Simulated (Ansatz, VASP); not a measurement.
## Os in VASP and in Ansatz

```
Os
1.0
     2.72964    0.00000    0.00000
    -1.36482    2.36394    0.00000
     0.00000    0.00000    4.30758
Os
2
Direct
  0.33333 0.66667 0.25000
  0.66667 0.33333 0.75000
```

Alike in both runs: functional PBEsol; k mesh 14 × 14 × 8; occupations fermi-dirac, width 0.1 eV; no spin polarisation.

Ansatz relaxed the structure, and its values are those at the end. VASP's run is a single point on that final structure, the one shown.

|  | VASP | Ansatz |
| --- | --- | --- |
| version | VASP 6.6.1 | Ansatz 0.2.0 |
| potentials or method | VASP PAW PBE potentials, release 64 (Os) | PAW with Ansatz's default frozen-core files, scalar-relativistic |
| plane-wave cutoff (eV) | 520 | 420 |
| valence electrons in the cell | 16 | 32 |

Ansatz gave:

| Item | Value |
| --- | --- |
| pressure (GPa) | 0.0 |

Question: Which values does VASP return?

Answer: Pressure (GPa): 0.5.

VASP's potentials were made for PBE, not for PBEsol. The functional is the same, so the differences come from potentials, cutoffs and numerics. VASP's potentials hold 16 valence electrons a cell and Ansatz's 32, so a difference there can come from the potentials and not from the codes.

Neither program's run includes spin-orbit coupling.
